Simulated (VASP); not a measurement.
# FeS2 (Marcasite) (Pnnm) in VASP: a series of runs

The runs below take FeS2 (Marcasite) through electric field gradients, with LDA.

Program: VASP 6.6.1. These are calculated values, not measurements. Logs are shortened: lines on timing, memory, paths and dates and some standing lists are left out, and cuts for length are marked.

**1. The cell of the first run**

The structure is orthorhombic, space group Pnnm (No. 58). The conventional cell has a = 4.440 Å, b = 5.390 Å, c = 3.370 Å, α = 90.00°, β = 90.00°, γ = 90.00°. Fe (site symmetry 2/m) has 6 S at 2.22 to 2.24 Å within 2.9 Å. S (site symmetry m) has 3 Fe at 2.22 to 2.24 Å and 1 S at 2.27 Å within 2.9 Å.

**2. Electric field gradients, LDA, collinear spin, ferromagnetic start**

File INCAR:

```
SYSTEM = FeS2
  PREC = Accurate
  ENCUT = 520
  EDIFF = 1E-8
  ISMEAR = -1
  SIGMA = 0.05
  LREAL = .False.
  LASPH = .True.
  NELM = 200
  ALGO = Normal
  ISIF = 2
  LWAVE = .False.
  LCHARG = .False.
  ISPIN = 2
  MAGMOM = 3 3 0 0 0 0
  LORBIT = 11
  LMAXMIX = 4
  LEFG = .True.
  NBANDS = 33
  GGA_COMPAT = .False.
  KPAR = 4
```

File KPOINTS:

```
regular mesh
0
Gamma
  10 8 13
  0 0 0
```

File POSCAR:

```
FeS2
1.0
    4.4400000000      0.0000000000      0.0000000000
    0.0000000000      5.3900000000      0.0000000000
    0.0000000000      0.0000000000      3.3700000000
Fe S
2 4
Direct
    0.0000000000      0.0000000000      0.0000000000
    0.5000000000      0.5000000000      0.5000000000
    0.2057627890      0.3753080295      0.0000000000
    0.2942372110      0.8753080295      0.5000000000
    0.7942372110      0.6246919705      0.0000000000
    0.7057627890      0.1246919705      0.5000000000
```

Potentials or basis: VASP PAW LDA potentials, release 64 (Fe, S).

On the command line:

```
$ cat potpaw_LDA.64/Fe/POTCAR potpaw_LDA.64/S/POTCAR > POTCAR
$ mpirun -np 4 vasp_std > vasp.out
```

OUTCAR:

```text
SYSTEM = FeS2
   PREC = Accurate
   ENCUT = 520
   EDIFF = 1E-8
   ISMEAR = -1
   LREAL = .False.
   LASPH = .True.
   NELM = 200
   ISIF = 2
   ISPIN = 2
   LORBIT = 11

 ion  position               nearest neighbor table
   1  0.000  0.000  0.000-   3 2.22   5 2.22   4 2.24   6 2.24   4 2.24   6 2.24
   2  0.500  0.500  0.500-   4 2.22   6 2.22   5 2.24   3 2.24   3 2.24   5 2.24
   3  0.206  0.375  0.000-   1 2.22   2 2.24   2 2.24   5 2.27
   4  0.294  0.875  0.500-   2 2.22   1 2.24   1 2.24   6 2.27
   5  0.794  0.625  0.000-   1 2.22   2 2.24   2 2.24   3 2.27
   6  0.706  0.125  0.500-   2 2.22   1 2.24   1 2.24   4 2.27

  LATTYP: Found a simple orthorhombic cell.
 ALAT       =     3.3700000000
 B/A-ratio  =     1.3175074184
 C/A-ratio  =     1.5994065282

  Lattice vectors:

 A1 = (   0.0000000000,   0.0000000000,   3.3700000000)
 A2 = (   4.4400000000,   0.0000000000,   0.0000000000)
 A3 = (   0.0000000000,   5.3900000000,   0.0000000000)

Analysis of symmetry for initial positions (statically):
=====================================================================
 Subroutine PRICEL returns:
 Original cell was already a primitive cell.

 Routine SETGRP: Setting up the symmetry group for a
 simple orthorhombic supercell.

 Subroutine GETGRP returns: Found  8 space group operations
 (whereof  4 operations were pure point group operations)
 out of a pool of  8 trial point group operations.

The static configuration has the point symmetry C_2h.
 The point group associated with its full space group is D_2h.

Analysis of symmetry for dynamics (positions and initial velocities):
=====================================================================
 Subroutine PRICEL returns:
 Original cell was already a primitive cell.

 Routine SETGRP: Setting up the symmetry group for a
 simple orthorhombic supercell.

 Subroutine GETGRP returns: Found  8 space group operations
 (whereof  4 operations were pure point group operations)
 out of a pool of  8 trial point group operations.

The dynamic configuration has the point symmetry C_2h.
 The point group associated with its full space group is D_2h.

Analysis of structural, dynamic, and magnetic symmetry:
=====================================================================
 Subroutine PRICEL returns:
[... 1873 lines left out ...]
  external PRESSURE =     -91.6469335 kB  Pullay stress =       0.0000000 kB

 VOLUME and BASIS-vectors are now :
 -----------------------------------------------------------------------------
  energy-cutoff  :      520.00
  volume of cell :       80.65
      direct lattice vectors                 reciprocal lattice vectors
     4.440000000  0.000000000  0.000000000     0.225225225  0.000000000  0.000000000
     0.000000000  5.390000000  0.000000000     0.000000000  0.185528757  0.000000000
     0.000000000  0.000000000  3.370000000     0.000000000  0.000000000  0.296735905

 POSITION                                       TOTAL-FORCE (eV/Angst)
 -----------------------------------------------------------------------------------
      0.00000      0.00000      0.00000         0.000000      0.000000      0.000000
      2.22000      2.69500      1.68500         0.000000      0.000000      0.000000
      0.91359      2.02291      0.00000         0.153815     -0.059092      0.000000
      1.30641      4.71791      1.68500        -0.153815     -0.059092      0.000000
      3.52641      3.36709      0.00000        -0.153815      0.059092      0.000000
      3.13359      0.67209      1.68500         0.153815      0.059092     -0.000000
 -----------------------------------------------------------------------------------
    total drift:                                0.000000      0.000000      0.000000

  FREE ENERGIE OF THE ION-ELECTRON SYSTEM (eV)
  ---------------------------------------------------
  free  energy   TOTEN  =       -41.9167671674 eV

  energy  without entropy=      -41.9167154257  energy(sigma->0) =      -41.91674130

 Electric field gradients (V/A^2)
---------------------------------------------------------------------
 ion       V_xx      V_yy      V_zz      V_xy      V_xz      V_yz
---------------------------------------------------------------------
   1      32.221     5.654   -37.875     6.308    -0.000     0.000
   2      32.221     5.654   -37.875    -6.308    -0.000    -0.000
   3      68.609    15.095   -83.704   -86.493    -0.000     0.000
   4      68.609    15.095   -83.704    86.493    -0.000    -0.000
   5      68.609    15.095   -83.704   -86.493    -0.000    -0.000
   6      68.609    15.095   -83.704    86.493    -0.000     0.000
---------------------------------------------------------------------

 Electric field gradients after diagonalization (V/A^2)
 (convention: |V_zz| > |V_xx| > |V_yy|)
----------------------------------------------------------------------
 ion       V_xx      V_yy      V_zz     asymmetry (V_yy - V_xx)/ V_zz
----------------------------------------------------------------------
   1      33.643     4.232   -37.875       0.777
   2      33.643     4.232   -37.875       0.777
   3     -83.704   -48.685   132.389       0.265
   4     -83.704   -48.685   132.389       0.265
   5     -83.704   -48.685   132.389       0.265
   6     -83.704   -48.685   132.389       0.265
----------------------------------------------------------------------

           NMR quadrupolar parameters

 Cq : quadrupolar parameter    Cq=e*Q*V_zz/h
 eta: asymmetry parameters     (V_yy - V_xx)/ V_zz
 Q  : nuclear electric quadrupole moment in mb (millibarn)
----------------------------------------------------------------------
 ion       Cq(MHz)       eta       Q (mb)
----------------------------------------------------------------------
   1      -0.092       0.777       1.000
   2      -0.092       0.777       1.000
   3       0.320       0.265       1.000
   4       0.320       0.265       1.000
   5       0.320       0.265       1.000
   6       0.320       0.265       1.000
----------------------------------------------------------------------

 total charge

# of ion       s       p       d       tot
------------------------------------------
    1        0.449   0.673   6.549   7.670
    2        0.449   0.673   6.549   7.670
    3        1.345   2.283   0.000   3.628
    4        1.345   2.283   0.000   3.628
    5        1.345   2.283   0.000   3.628
    6        1.345   2.283   0.000   3.628
--------------------------------------------------
tot          6.278  10.478  13.097  29.854

 magnetization (x)

# of ion       s       p       d       tot
------------------------------------------
    1        0.000   0.000   0.000   0.000
    2        0.000   0.000   0.000   0.000
    3       -0.000  -0.000   0.000  -0.000
    4       -0.000  -0.000   0.000  -0.000
    5       -0.000  -0.000   0.000  -0.000
    6       -0.000  -0.000   0.000  -0.000
--------------------------------------------------
tot         -0.000  -0.000   0.000   0.000
```

OSZICAR:

```text
N       E                     dE             d eps       ncg     rms          rms(c)
DAV:   1     0.331254782068E+03    0.33125E+03   -0.17170E+04 27840   0.129E+03
DAV:   2    -0.510174607330E+01   -0.33636E+03   -0.31419E+03 28227   0.313E+02
DAV:   3    -0.416974492781E+02   -0.36596E+02   -0.34131E+02 34849   0.112E+02
DAV:   4    -0.435818193531E+02   -0.18844E+01   -0.18623E+01 35227   0.262E+01
DAV:   5    -0.436643172885E+02   -0.82498E-01   -0.82397E-01 39210   0.531E+00    0.323E+01
DAV:   6    -0.572645564336E+02   -0.13600E+02   -0.58818E+01 37023   0.118E+02    0.404E+01
DAV:   7    -0.416537501624E+02    0.15611E+02   -0.35639E+01 33580   0.122E+02    0.979E+00
DAV:   8    -0.420780675724E+02   -0.42432E+00   -0.56196E+00 36632   0.107E+01    0.540E+00
DAV:   9    -0.419309969059E+02    0.14707E+00   -0.32786E-01 41039   0.771E+00    0.218E+00
DAV:  10    -0.419216649515E+02    0.93320E-02   -0.42161E-02 43814   0.170E+00    0.108E+00
DAV:  11    -0.419167954449E+02    0.48695E-02   -0.54121E-03 40642   0.600E-01    0.583E-01
DAV:  12    -0.419167755695E+02    0.19875E-04   -0.10119E-03 43161   0.262E-01    0.251E-01
DAV:  13    -0.419167764133E+02   -0.84376E-06   -0.17477E-04 43757   0.101E-01    0.139E-01
DAV:  14    -0.419167670364E+02    0.93768E-05   -0.27969E-05 44108   0.459E-02    0.528E-02
DAV:  15    -0.419167673159E+02   -0.27948E-06   -0.50526E-06 41672   0.167E-02    0.185E-02
DAV:  16    -0.419167672221E+02    0.93758E-07   -0.58397E-07 38130   0.549E-03    0.865E-03
DAV:  17    -0.419167671588E+02    0.63356E-07   -0.15397E-07 44620   0.374E-03    0.235E-03
DAV:  18    -0.419167671674E+02   -0.86497E-08   -0.35731E-08 31262   0.139E-03
   1 F= -.41916767E+02 E0= -.41916741E+02  d E =-.517418E-04  mag=    -0.0000
```

Run time: 2.3 min. Hardware: 4 MPI ranks of Intel Xeon Platinum 8559C (Emerald Rapids), shared host; peak memory 0.73 GiB.

Results:

```yaml
Free_energy: -41.9168 eV
Pressure: -9.2 GPa
Largest_force: 0.165 eV/Å
Band_gap_on_the_k_mesh: 0.71 eV, indirect (least direct gap 1.04 eV)
Net_moment: 0.00 μB per cell
Valence_electrons_inside_the_program's_atomic_spheres: Fe 7.67; S 3.63
```

Forces in eV/Å, atoms in the order of the input:
```
Fe   0.000  0.000  0.000
Fe   0.000  0.000  0.000
S    0.154 -0.059  0.000
S   -0.154 -0.059  0.000
S   -0.154  0.059  0.000
S    0.154  0.059  0.000
```

Levels at points of the mesh, in eV from the valence-band top:
Spin up:
| k point | band 17 | band 18 | band 19 | band 20 | band 21 | band 22 | band 23 | band 24 |
| --- | --- | --- | --- | --- | --- | --- | --- | --- |
| (0.00, 0.00, 0.00) | -1.04 | -0.86 | -0.84 | -0.57 | 1.05 | 1.31 | 2.61 | 3.02 |
| (0.50, 0.00, 0.00) | -0.74 | -0.74 | -0.17 | -0.17 | 1.75 | 1.75 | 1.77 | 1.77 |
| (0.00, 0.50, 0.00) | -0.89 | -0.89 | -0.38 | -0.38 | 1.01 | 1.01 | 2.38 | 2.38 |
| (0.50, 0.50, 0.00) | -1.22 | -1.22 | -1.01 | -1.01 | 1.29 | 1.29 | 1.93 | 1.93 |
Spin down:
```
           k point  band 18  band 19  band 20  band 21  band 22  band 23
(0.00, 0.00, 0.00)    -0.86    -0.84    -0.57     1.05     1.31     2.61
(0.50, 0.00, 0.00)    -0.74    -0.17    -0.17     1.75     1.75     1.77
(0.00, 0.50, 0.00)    -0.89    -0.38    -0.38     1.01     1.01     2.38
(0.50, 0.50, 0.00)    -1.22    -1.01    -1.01     1.29     1.29     1.93
```

Electric field gradients, principal values (V/Å²):
```
atom    least   middle  greatest (by size)
1 Fe    4.232   33.643             -37.875
2 Fe    4.232   33.643             -37.875
 3 S  -48.685  -83.704             132.389
 4 S  -48.685  -83.704             132.389
 5 S  -48.685  -83.704             132.389
 6 S  -48.685  -83.704             132.389
```

Caveat: the starting moments collapsed, and a magnetic state may lie lower; without QUAD_EFG the Cq values of the log hold for a quadrupole moment of 1 mb, not for the nuclei. LDA gaps usually lie below the measured ones, often by a third to a half.

**3. Electric field gradients, LDA, collinear spin, ferromagnetic start**

File INCAR:

```
  ALGO = Normal
  EDIFF = 1E-8
  ENCUT = 520
  GGA = CA
  GGA_COMPAT = F
  ISIF = 2
  ISMEAR = -1
  ISPIN = 2
  KPAR = 4
  LASPH = T
  LCHARG = F
  LEFG = T
  LMAXMIX = 4
  LORBIT = 11
  LREAL = F
  LWAVE = F
  MAGMOM = 3 3 0 0 0 0
  NBANDS = 33
  NELM = 200
  PREC = Accurate
  SIGMA = 0.05
```

File KPOINTS:

```
k-points
0
Gamma
  10 8 13
```

File POSCAR:

```
FeS2
1.0
    4.4400000000      0.0000000000      0.0000000000
    0.0000000000      5.3900000000      0.0000000000
    0.0000000000      0.0000000000      3.3700000000
Fe S
2 4
Direct
    0.0000000000      0.0000000000      0.0000000000
    0.5000000000      0.5000000000      0.5000000000
    0.2057627857      0.3753080299      0.0000000000
    0.2942372143      0.8753080299      0.5000000000
    0.7942372143      0.6246919701      0.0000000000
    0.7057627857      0.1246919701      0.5000000000
```

Potentials or basis: VASP PAW LDA potentials, release 64 (Fe, S).

On the command line:

```
$ cat potpaw_LDA.64/Fe/POTCAR potpaw_LDA.64/S/POTCAR > POTCAR
$ mpirun -np 4 vasp_std > vasp.out
```

OUTCAR:

```text
EDIFF = 1E-8
   ENCUT = 520
   GGA = CA
   ISIF = 2
   ISMEAR = -1
   ISPIN = 2
   LASPH = T
   LORBIT = 11
   LREAL = F
   NELM = 200
   PREC = Accurate

 ion  position               nearest neighbor table
   1  0.000  0.000  0.000-   3 2.22   5 2.22   4 2.24   6 2.24   4 2.24   6 2.24
   2  0.500  0.500  0.500-   4 2.22   6 2.22   5 2.24   3 2.24   3 2.24   5 2.24
   3  0.206  0.375  0.000-   1 2.22   2 2.24   2 2.24   5 2.27
   4  0.294  0.875  0.500-   2 2.22   1 2.24   1 2.24   6 2.27
   5  0.794  0.625  0.000-   1 2.22   2 2.24   2 2.24   3 2.27
   6  0.706  0.125  0.500-   2 2.22   1 2.24   1 2.24   4 2.27

  LATTYP: Found a simple orthorhombic cell.
 ALAT       =     3.3700000000
 B/A-ratio  =     1.3175074184
 C/A-ratio  =     1.5994065282

  Lattice vectors:

 A1 = (   0.0000000000,   0.0000000000,   3.3700000000)
 A2 = (   4.4400000000,   0.0000000000,   0.0000000000)
 A3 = (   0.0000000000,   5.3900000000,   0.0000000000)
[... 1959 lines left out ...]

           NMR quadrupolar parameters

 Cq : quadrupolar parameter    Cq=e*Q*V_zz/h
 eta: asymmetry parameters     (V_yy - V_xx)/ V_zz
 Q  : nuclear electric quadrupole moment in mb (millibarn)
----------------------------------------------------------------------
 ion       Cq(MHz)       eta       Q (mb)
----------------------------------------------------------------------
   1      -0.092       0.777       1.000
   2      -0.092       0.777       1.000
   3       0.320       0.265       1.000
   4       0.320       0.265       1.000
   5       0.320       0.265       1.000
   6       0.320       0.265       1.000
----------------------------------------------------------------------

 total charge

# of ion       s       p       d       tot
------------------------------------------
    1        0.449   0.673   6.549   7.670
    2        0.449   0.673   6.549   7.670
    3        1.345   2.283   0.000   3.628
    4        1.345   2.283   0.000   3.628
    5        1.345   2.283   0.000   3.628
    6        1.345   2.283   0.000   3.628
--------------------------------------------------
tot          6.278  10.478  13.097  29.854

 magnetization (x)

# of ion       s       p       d       tot
------------------------------------------
    1        0.000   0.000  -0.000  -0.000
    2        0.000   0.000  -0.000  -0.000
    3       -0.000  -0.000   0.000  -0.000
    4       -0.000  -0.000   0.000  -0.000
    5       -0.000  -0.000   0.000  -0.000
    6       -0.000  -0.000   0.000  -0.000
--------------------------------------------------
tot         -0.000   0.000  -0.000  -0.000
```

OSZICAR:

```text
N       E                     dE             d eps       ncg     rms          rms(c)
DAV:   1     0.331254782077E+03    0.33125E+03   -0.17170E+04 27840   0.129E+03
DAV:   2    -0.510174607445E+01   -0.33636E+03   -0.31419E+03 28227   0.313E+02
[... 11 lines left out ...]
DAV:  14    -0.419167670263E+02    0.93768E-05   -0.27969E-05 44108   0.459E-02    0.528E-02
DAV:  15    -0.419167673074E+02   -0.28106E-06   -0.50526E-06 41672   0.167E-02    0.185E-02
DAV:  16    -0.419167672120E+02    0.95324E-07   -0.58398E-07 38138   0.549E-03    0.865E-03
DAV:  17    -0.419167671487E+02    0.63332E-07   -0.15396E-07 44620   0.374E-03    0.235E-03
DAV:  18    -0.419167671588E+02   -0.10084E-07   -0.35731E-08 31262   0.139E-03    0.560E-04
DAV:  19    -0.419167671573E+02    0.14848E-08   -0.54644E-09 18627   0.636E-04
   1 F= -.41916767E+02 E0= -.41916741E+02  d E =-.517426E-04  mag=     0.0000
```

It took 6.9 min on 4 MPI ranks of Intel Xeon Platinum 8259CL at 2.50GHz (Skylake/Cascade Lake), shared host; peak memory 0.74 GiB.

Results:

```yaml
Free_energy: -41.9168 eV
Pressure: -9.2 GPa
Largest_force: 0.165 eV/Å
Band_gap_on_the_k_mesh: 0.71 eV, indirect (least direct gap 1.04 eV)
Net_moment: 0.00 μB per cell
Valence_electrons_inside_the_program's_atomic_spheres: Fe 7.67; S 3.63
```

Forces in eV/Å, atoms in the order of the input:
```
Fe   0.000  0.000  0.000
Fe   0.000  0.000  0.000
S    0.154 -0.059  0.000
S   -0.154 -0.059  0.000
S   -0.154  0.059  0.000
S    0.154  0.059  0.000
```

Electric field gradients, principal values (V/Å²):
```tsv
atom	least	middle	greatest (by size)
1 Fe	4.232	33.642	-37.874
2 Fe	4.232	33.642	-37.874
3 S	-48.684	-83.705	132.389
4 S	-48.684	-83.705	132.389
5 S	-48.684	-83.705	132.389
6 S	-48.684	-83.705	132.389
```

Caveat: the starting moments collapsed, and a magnetic state may lie lower; without QUAD_EFG the Cq values of the log hold for a quadrupole moment of 1 mb, not for the nuclei.
